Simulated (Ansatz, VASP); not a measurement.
GaSb in VASP and in Ansatz

```
Ga Sb
1.0
     0.00000    3.09595    3.09595
     3.09595    0.00000    3.09595
     3.09595    3.09595    0.00000
Ga Sb
1 1
Direct
  0.25000 0.25000 0.25000
  0.00000 0.00000 0.00000
```

Change from the starting cell: species swapped into the CuS type (F-43m, No. 216).

Alike in both runs: functional PBE; k mesh 6 × 6 × 6; occupations gaussian, width 0.2 eV; no spin polarisation.

Ansatz relaxed the structure, and its values are those at the end. VASP's run is a single point on that final structure, the one shown.

```csv
,VASP,Ansatz
version,VASP 6.6.1,Ansatz 0.2.0
potentials or method,"VASP PAW PBE potentials, release 64 (Ga_d, Sb), cutoff 500 eV","scalar-relativistic, plane waves, PAW"
valence electrons in the cell,18,28
```

```csv
,VASP,Ansatz,Ansatz less VASP
gap on the k mesh at the Fermi level (eV),none,none,-
pressure (GPa),0.7,0.6,-0.07
```

A gap of «none» marks a metal or a gap that the smearing closes. VASP's potentials hold 18 valence electrons a cell and Ansatz's 28, so a difference there can come from the potentials and not from the codes.

Neither program's run includes spin-orbit coupling.
